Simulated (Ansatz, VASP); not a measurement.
## Two plane-wave programs on Te

File INCAR:

```
PREC = Accurate
ENCUT = 520
EDIFF = 1E-6
ISMEAR = -1
SIGMA = 0.1
LREAL = False
LASPH = True
NELM = 60
ALGO = Normal
ISIF = 2
LWAVE = False
LCHARG = False
GGA = RP
NBANDS = 9
```

Contents of KPOINTS:

```
Automatic mesh
0
Gamma
  13 13 13
```

Contents of POSCAR:

```
Te
1.0
    0.0000000000      2.3385008746      2.3385008746
    2.3385008746      0.0000000000      2.3385008746
    2.3385008746      2.3385008746      0.0000000000
Te
1
Direct
    0.0000000000      0.0000000000      0.0000000000
```

Input for Ansatz:

```yaml
crystal:
  lattice:
    - [0.0, 2.3385008746, 2.3385008746]
    - [2.3385008746, 0.0, 2.3385008746]
    - [2.3385008746, 2.3385008746, 0.0]
  atoms:
    - { symbol: Te, position: [0.0, 0.0, 0.0] }
hamiltonian:
  xc: rpbe
  pseudopotentials:
    kind: paw
    azcp:
      Te: "pseudopotentials/Te.paw.azcp"
basis:
  ecutwfc: 420
  fft_grid_basis: typed
kpoints:
  mp_grid: { grid: [13, 13, 13], shift: [0, 0, 0] }
magnetization:
  spin_polarized: false
scf:
  occupations: { method: fermi_dirac, width: 0.1 }
  lower_state_search: "off"
output:
  stress: true
```

Alike in both runs: task single point; functional RPBE; k mesh 13 × 13 × 13; occupations fermi-dirac, width 0.1 eV; no spin polarisation.

|  | VASP | Ansatz |
| --- | --- | --- |
| version | VASP 6.6.1 | Ansatz 0.2.0 |
| potentials or method | VASP PAW PBE potentials, release 64 (Te), cutoff 520 eV | plane waves (420 eV) with PAW, scalar-relativistic |
| valence electrons in the cell | 6 | 16 |

|  | VASP | Ansatz | Ansatz less VASP |
| --- | --- | --- | --- |
| pressure (GPa) | 8.1 | 8.2 | +0.19 |

VASP's potentials were made for PBE, not for RPBE. VASP's potentials hold 6 valence electrons a cell and Ansatz's 16, so a difference there can come from the potentials and not from the codes.

Neither program's run includes spin-orbit coupling.
